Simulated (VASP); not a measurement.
**Ag: single point with PBE**

The system is Ag.

```
Ag
1.0
    -1.93306    1.58874    1.41867
     1.58874   -1.93306    1.41867
     3.67950    3.67950   -2.04927
Ag
2
Direct
  0.95813 0.04187 0.00000
  0.79187 0.20813 0.50000
```

This isn't the form of Ag at room conditions, which is fcc.

* Program: VASP 6.6.1
* Task: single point
* Functional: PBE
* Potentials or basis: VASP PAW PBE potentials, release 64 (Ag)
* Cutoff: 520 eV
* k mesh: 16 × 16 × 8
* Occupations: fermi-dirac, width 0.1 eV
* Spin: no spin polarisation

```json
{
  "Pressure": "4.3 GPa",
  "Band gap on the k mesh": "zero (bands 11 and 12 overlap by 7.08 eV)"
}
```

Forces in eV/Å, atoms in the order of the input:
```
Ag  -0.002  0.002  0.000
Ag   0.002 -0.002  0.000
```

Stress tensor (GPa, compression positive):
```
 4.05 -0.69 -0.09
-0.69  4.05 -0.09
-0.09 -0.09  4.71
```

Levels at points of the mesh, in eV from the Fermi level:
| k point | band 8 | band 9 | band 10 | band 11 | band 12 | band 13 | band 14 | band 15 |
| --- | --- | --- | --- | --- | --- | --- | --- | --- |
| (0.00, 0.00, 0.00) | -4.05 | -4.05 | -3.11 | -3.11 | -0.51 | 3.34 | 15.78 | 17.23 |
| (0.50, 0.00, 0.00) | -3.15 | -2.86 | -2.85 | 0.77 | 0.81 | 4.58 | 4.64 | 13.73 |
| (0.50, 0.50, 0.00) | -2.95 | -2.93 | -2.81 | 0.16 | 1.63 | 6.78 | 7.06 | 9.28 |
| (0.00, 0.00, 0.50) | -4.56 | -3.42 | -3.42 | -3.40 | -3.40 | 10.74 | 10.74 | 16.14 |
| (0.50, 0.00, 0.50) | -2.95 | -2.93 | -2.81 | 0.16 | 1.61 | 6.77 | 7.07 | 9.25 |
| (0.50, 0.50, 0.50) | -3.16 | -2.85 | -2.85 | 0.80 | 0.80 | 4.62 | 4.62 | 13.70 |

It took 3.6 min on 1 thread of Intel(R) Xeon(R) Platinum 8559C (Emerald Rapids), with other jobs on the host, peak memory 0.38 GiB.

Caveat: the cell stands under pressure.
